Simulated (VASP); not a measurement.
Wanted: the native input for a VASP 6.6.1 run.

| Item | Value |
| --- | --- |
| Task | single point |
| Functional | PBEsol |
| Potentials or basis | VASP PAW PBE potentials, release 64 (Mo_sv) |
| Cutoff | 520 eV |
| k mesh | 11 × 11 × 1 |
| Occupations | fermi-dirac, width 0.03 eV |
| Spin | no spin polarisation |
| Dipole correction | yes |
| Further INCAR settings | ALGO = Normal; EDIFF = 1e-06; NBANDS = 73 |

The structure of Mo lies in POSCAR:

```
Mo
1.0
    3.1295792290      0.0000000000      0.0000000000
    0.0000000000      3.1295792290      0.0000000000
    0.0000000000      0.0000000000     28.5183169160
Mo
9
Direct
    0.0000000000      0.0000000000      0.2805214636
    0.5000000000      0.5000000000      0.3353910977
    0.0000000000      0.0000000000      0.3902607318
    0.5000000000      0.5000000000      0.4451303659
    0.0000000000      0.0000000000      0.5000000000
    0.5000000000      0.5000000000      0.5548696341
    0.0000000000      0.0000000000      0.6097392682
    0.5000000000      0.5000000000      0.6646089023
    0.0000000000      0.0000000000      0.7194785364
```

One way to write it, as run:

INCAR

```
SYSTEM = Mo
ALGO     = Normal         ! electronic algorithm
DIPOL    = 0.5 0.5 0.500
EDIFF    = 1E-6           ! SCF threshold, eV
ENCUT    = 520            ! plane-wave cutoff, eV
GGA      = PS             ! functional
IDIPOL   = 3            
ISIF     = 2              ! what is computed and relaxed
ISMEAR   = -1             ! smearing method
LASPH    = .TRUE.         ! aspherical terms in the spheres
LCHARG   = .FALSE.        ! write CHGCAR
LDIPOL   = .TRUE.       
LREAL    = .FALSE.        ! projectors in reciprocal space
LWAVE    = .FALSE.        ! write WAVECAR
NBANDS   = 73             ! bands
NELM     = 60             ! most SCF steps
PREC     = Accurate       ! precision mode
SIGMA    = 0.03           ! smearing width, eV
```

KPOINTS

```
k-points
0
G
  11 11 1
  0 0 0
```

Potentials or basis: VASP PAW PBE potentials, release 64 (Mo_sv).

The run is started by

```console
$ cat potpaw_PBE.64/Mo_sv/POTCAR > POTCAR
$ mpirun -np 1 vasp_std > vasp.out
```

It gave:

| Property | Result |
| --- | --- |
| Largest force | 1.644 eV/Å |
| Band gap on the k mesh | zero (bands 63 and 64 overlap by 1.79 eV) |

Caveat: the PAW data sets were made with another functional, which shifts forces and pressure a little.

Wall time 18 min on 1 thread of AMD EPYC 7R13 Processor (Zen 3), with other jobs on the host, peak memory 0.46 GiB.
